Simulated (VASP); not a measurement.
Here is a VASP 6.6.1 calculation.

Contents of INCAR:

```
SYSTEM = Rh
ALGO = Fast ; EDIFF = 1E-6
ENCUT = 520 ; GGA = PS
ISIF = 2 ; ISMEAR = 0
LASPH = .TRUE. ; LCHARG = .FALSE.
LREAL = .FALSE. ; LWAVE = .FALSE.
NBANDS = 14 ; NELM = 100
PREC = Accurate ; SIGMA = 0.15
```

The input KPOINTS:

```
k-points
0
G
  22 22 22
  0 0 0
```

POSCAR

```
Rh
1.0
    0.0000000000      1.9015500000      1.9015500000
    1.8254880000      0.0000000000      1.9015500000
    1.8254880000      1.9015500000      0.0000000000
Rh
1
Direct
    0.0000000000      0.0000000000      0.0000000000
```

Potentials or basis: VASP PAW PBE potentials, release 64 (Rh_pv).

The run is started by

```console
$ cat potpaw_PBE.64/Rh_pv/POTCAR > POTCAR
$ mpirun -np 1 vasp_std > vasp.out
```

(1) Predict the pressure.

## Answers

(1) 7.4 GPa.

Caveat: the cell differs from its parent crystal (strain -0.0400 x Voigt [1, 0, 0, 0, 0, 0]); the PAW data sets were made with another functional, which shifts forces and pressure a little.
